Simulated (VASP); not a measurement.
Wanted: the native input for a VASP 6.6.1 run.

- Task: single point
- Functional: PBEsol
- Potentials or basis: VASP PAW PBE potentials, release 64 (Si, O)
- Cutoff: 520 eV
- k mesh: 7 × 7 × 7
- Occupations: fermi-dirac, width 0.03 eV
- Spin: no spin polarisation
- Dipole correction: no
- Further INCAR settings: ALGO = Normal; EDIFF = 1e-07; NBANDS = 25

The structure of SiO2 lies in POSCAR:

```
SiO2
1.0
   -2.3977905000      2.3977905000      3.7440000000
    2.3977905000     -2.3977905000      3.7440000000
    2.3977905000      2.3977905000     -3.7440000000
Si O
2 4
Direct
    0.0000000000      0.0000000000      0.0000000000
    0.7500000000      0.2500000000      0.5000000000
    0.9983800000      0.6250000000      0.8733800000
    0.3750000000      0.2483800000      0.3733800000
    0.7516200000      0.1250000000      0.1266200000
    0.8750000000      0.0016200000      0.6266200000
```

This cell differs from its parent crystal: equal xx and yy strain of +1 %.

The input as run:

INCAR

```
SYSTEM = SiO2
ALGO = Normal ; EDIFF = 1E-7
ENCUT = 520 ; GGA = PS
ISIF = 2 ; ISMEAR = -1
LASPH = .True. ; LCHARG = .False.
LREAL = .False. ; LWAVE = .False.
NBANDS = 25 ; NELM = 80
PREC = Accurate ; SIGMA = 0.03
```

KPOINTS

```
k-points
0
Gamma
  7 7 7
  0 0 0
```

Potentials or basis: VASP PAW PBE potentials, release 64 (Si, O).

Command:

```bash
$ cat potpaw_PBE.64/Si/POTCAR potpaw_PBE.64/O/POTCAR > POTCAR
$ mpirun -np 1 vasp_std > vasp.out
```

It gave:

- Pressure: -1.6 GPa
- Largest force: 0.237 eV/Å
- Band gap on the k mesh: 5.85 eV, direct

Caveat: the cell differs from its parent crystal (equal xx and yy strain of +1 %); the PAW data sets were made with another functional, which shifts forces and pressure a little.

Wall time 2.5 min on 1 thread of Intel Xeon 6975P-C, on a shared host, peak memory 0.26 GiB.
